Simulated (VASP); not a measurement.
Set up this calculation in VASP 6.6.1, as the native input.

```
Task                   : relaxation of shape and atoms at fixed volume
Functional             : PBE
Potentials or basis    : VASP PAW PBE potentials, release 64 (B, N)
Cutoff                 : 600 eV
k mesh                 : 12 × 12 × 6
Occupations            : gaussian, width 0.02 eV
Spin                   : no spin polarisation
Dipole correction      : no
Further INCAR settings : ALGO = Normal; EDIFF = 1e-06; IBRION = 2; EDIFFG = -0.01; NSW = 50; ISIF = 4
```

The structure of BN lies in POSCAR:

```
BN
1.0
    2.5287296674      0.0000000000      0.0000000000
   -1.2643648337      2.1899441313      0.0000000000
    0.0000000000      0.0000000000      4.1818302817
B N
2 2
Direct
    0.3333333333      0.6666666667      0.3126939999
    0.6666666667      0.3333333333      0.8126939999
    0.6666666667      0.3333333333      0.1873060001
    0.3333333333      0.6666666667      0.6873060001
```

This cell differs from its parent crystal: volume scaled by 0.97.

The input as run:

INCAR

```
PREC = Accurate ; ENCUT = 600
EDIFF = 1E-6 ; ISMEAR = 0
SIGMA = 0.02 ; LREAL = False
LASPH = True ; NELM = 60
ALGO = Normal ; ISIF = 4
LWAVE = False ; LCHARG = False
GGA = PE ; IBRION = 2
NSW = 50 ; EDIFFG = -0.01
```

KPOINTS

```
regular mesh
0
Gamma
  12 12 6
```

Potentials or basis: VASP PAW PBE potentials, release 64 (B, N).

Run with:

```sh
$ cat potpaw_PBE.64/B/POTCAR potpaw_PBE.64/N/POTCAR > POTCAR
$ mpirun -np 1 vasp_std > vasp.out
```

Results of the run:

| Property | Result |
| --- | --- |
| Energy gained by relaxing | 0.0 meV/atom |
| Ionic steps | 3 |
| Pressure after relaxing | 12.0 GPa |
| Band gap on the k mesh | 5.15 eV, indirect (least direct gap 8.38 eV) |

Wall time 40 s on 1 thread of Intel(R) Xeon(R) Platinum 8488C (Sapphire Rapids), with other jobs on the host, peak memory 0.15 GiB.
